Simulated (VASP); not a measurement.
Write the native input for VASP 6.6.1 that does the following.

| Quantity | Value |
| --- | --- |
| Task | single point |
| Functional | PBEsol |
| Potentials or basis | VASP PAW PBE potentials, release 64 (Hf_pv) |
| Cutoff | 500 eV |
| k mesh | 18 × 18 × 10 |
| Occupations | fermi-dirac, width 0.1 eV |
| Spin | no spin polarisation |
| Dipole correction | no |
| Further INCAR settings | ALGO = Normal; EDIFF = 1e-06; NBANDS = 17 |

The structure of Hf lies in POSCAR:

```
Hf
1.0
    3.0377970021      0.0000000000      0.0000000000
   -1.5188985010      2.6308093753      0.0000000000
    0.0000000000      0.0000000000      4.8443048162
Hf
2
Direct
    0.3333333333      0.6666666667      0.2500000000
    0.6666666667      0.3333333333      0.7500000000
```

One way to write it, as run:

INCAR

```
PREC = Accurate
ENCUT = 500
EDIFF = 1E-6
ISMEAR = -1
SIGMA = 0.1
LREAL = False
LASPH = True
NELM = 120
ALGO = Normal
ISIF = 2
LWAVE = False
LCHARG = False
GGA = PS
NBANDS = 17
GGA_COMPAT = False
```

KPOINTS

```
regular mesh
0
Gamma
  18 18 10
```

Potentials or basis: VASP PAW PBE potentials, release 64 (Hf_pv).

The run is started by

```console
$ cat potpaw_PBE.64/Hf_pv/POTCAR > POTCAR
$ mpirun -np 1 vasp_std > vasp.out
```

Results of the run:

```
Pressure               : 14.6 GPa
Band gap on the k mesh : zero (band 10 reaches 7.00 eV, above the bottom of band 11 at 5.48 eV)
```

Caveat: the PAW data sets were made with another functional, which shifts forces and pressure a little; spin-orbit coupling is left out, which moves the levels of the heavy elements.

Wall time 74 s on 1 thread of Intel(R) Xeon(R) Platinum 8259CL CPU @ 2.50GHz (Skylake/Cascade Lake), with other jobs on the host, peak memory 0.24 GiB.
